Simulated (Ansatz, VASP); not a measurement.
NiO in VASP and in Ansatz

```
Ni O
1.0
     0.00000    2.08590    2.08590
     2.08590    0.00000    2.08590
     4.17180    2.08590   -2.08590
Ni O
2 2
Direct
  0.00000 0.00000 0.00000
  0.50000 0.00000 0.50000
  0.75000 0.50000 0.25000
  0.25000 0.50000 0.75000
```

Alike in both runs: functional PBE; k mesh 10 × 10 × 10; occupations gaussian, width 0.05 eV; collinear spin; Hubbard terms Ni d U = 6.2 eV.

Ansatz relaxed the structure, and its values are those at the end. VASP's run is a single point on that final structure, the one shown.

|  | VASP | Ansatz |
| --- | --- | --- |
| version | VASP 6.6.1 | Ansatz 0.2.0 |
| potentials or method | VASP PAW PBE potentials, release 64 (Ni, O), cutoff 520 eV | scalar-relativistic, plane waves, PAW |
| valence electrons in the cell | 32 | 48 |

Ansatz gave:

* gap on the k mesh at the Fermi level (eV): 3.16
* least direct gap on the mesh (eV): 3.92
* pressure (GPa): 11.6
* net moment per atom (μB): 0.00
* size of the moment on the site where the two differ most (μB): 1.67

**Question.** Which values does VASP return?

**Answer.** gap on the k mesh at the Fermi level (eV): 3.45; least direct gap on the mesh (eV): 4.06; pressure (GPa): 1.5; net moment per atom (μB): 0.00; size of the moment on the site where the two differ most (μB): 1.75.

Site moments also hang on the region over which each program counts them. The programs project onto different local orbitals, so the same U acts differently, and such runs can settle in different states. VASP's potentials hold 32 valence electrons a cell and Ansatz's 48, so a difference there can come from the potentials and not from the codes. Ansatz's warnings: anti translation declined, stress scf threshold loose.
